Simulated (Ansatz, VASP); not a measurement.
**Two plane-wave programs on BaS**

```
Ba S
1.0
     6.51160    0.00000    0.00000
     0.00000    3.25067    3.07478
     0.00000   -3.25067    3.07478
Ba S
2 2
Direct
  0.75000 0.43440 0.12058
  0.25000 0.12058 0.43440
  0.25000 0.43163 0.01339
  0.75000 0.01339 0.43163
```

Alike in both runs: task relaxation of cell and atoms; functional PBE; k mesh 4 × 4 × 4; occupations gaussian, width 0.1 eV; no spin polarisation.

```csv
,VASP,Ansatz
version,VASP 6.6.1,Ansatz 0.2.0
potentials or method,"VASP PAW PBE potentials, release 64 (Ba_sv, S), cutoff 600 eV","scalar-relativistic, plane waves, PAW"
valence electrons in the cell,32,32
```

Ansatz gave:

| Item | Value |
| --- | --- |
| gap on the k mesh at the Fermi level, each at its own relaxed structure (eV) | 2.23 |
| relaxed volume (Å³/atom) | 33.26 |
| relaxed cell length with the largest relative difference (Å) | 4.547 |

Task: What did VASP give for the same quantities?

Result: gap on the k mesh at the Fermi level, each at its own relaxed structure (eV): 2.16; relaxed volume (Å³/atom): 33.68; relaxed cell length with the largest relative difference (Å): 4.568.

Neither program's run includes spin-orbit coupling.
